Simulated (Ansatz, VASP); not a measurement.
## BN: VASP beside Ansatz

```
B N
1.0
     2.51000    0.00000    0.00000
    -1.25500    2.17372    0.00000
     0.00000    0.00000    6.69000
B N
2 2
Direct
  0.00000 0.00000 0.50000
  0.33333 0.66667 0.00000
  0.00000 0.00000 0.00000
  0.64366 0.28733 0.50000
```

Alike in both runs: task single point; functional PBE; dispersion D3(BJ); k mesh 12 × 12 × 4; occupations gaussian, width 0.05 eV; no spin polarisation.

|  | VASP | Ansatz |
| --- | --- | --- |
| version | VASP 6.6.1 | Ansatz 0.2.0 |
| potentials or method | VASP PAW PBE potentials, release 64 (B, N), cutoff 520 eV | scalar-relativistic, plane waves, PAW |
| valence electrons in the cell | 16 | 16 |

Ansatz gave:

```
gap on the k mesh at the Fermi level (eV)                     : 4.31
least direct gap on the mesh (eV)                             : 4.48
pressure (GPa)                                                : 0.5
traceless stress, the component that is largest in VASP (GPa) : 5.25
rms of the force components (eV/Å)                            : 1.410
```

Question: What did VASP give for the same quantities?

Answer: gap on the k mesh at the Fermi level (eV): 4.30; least direct gap on the mesh (eV): 4.48; pressure (GPa): 0.5; traceless stress, the component that is largest in VASP (GPa): 5.35; rms of the force components (eV/Å): 1.406.

Atom by atom the forces differ by 0.004 eV/Å (rms over components).
